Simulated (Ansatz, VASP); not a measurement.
**One calculation of SiC3, two programs**

```
Si C
1.0
     1.50354   -3.57979    0.00000
     1.50354    3.57979    0.00000
     0.00000    0.00000    7.84724
Si C
1 3
Cartesian
  1.5035 0.0000 0.0000
  0.0000 0.0000 0.0000
  0.7518 1.7899 3.9236
  0.7518 -1.7899 3.9236
```

Alike in both runs: functional PBE; k mesh 16 × 16 × 6; occupations gaussian, width 0.1 eV; no spin polarisation.

Ansatz relaxed the structure, and its values are those at the end. VASP's run is a single point on that final structure, the one shown.

|  | VASP | Ansatz |
| --- | --- | --- |
| version | VASP 6.6.1 | Ansatz 0.2.0 |
| potentials or method | VASP PAW PBE potentials, release 64 (Si, C), cutoff 520 eV | scalar-relativistic, plane waves, PAW |
| valence electrons in the cell | 16 | 16 |

|  | VASP | Ansatz | Ansatz less VASP |
| --- | --- | --- | --- |
| gap on the k mesh at the Fermi level (eV) | none | none | - |
| pressure (GPa) | -0.1 | 0.0 | +0.06 |

A gap of «none» marks a metal or a gap that the smearing closes.
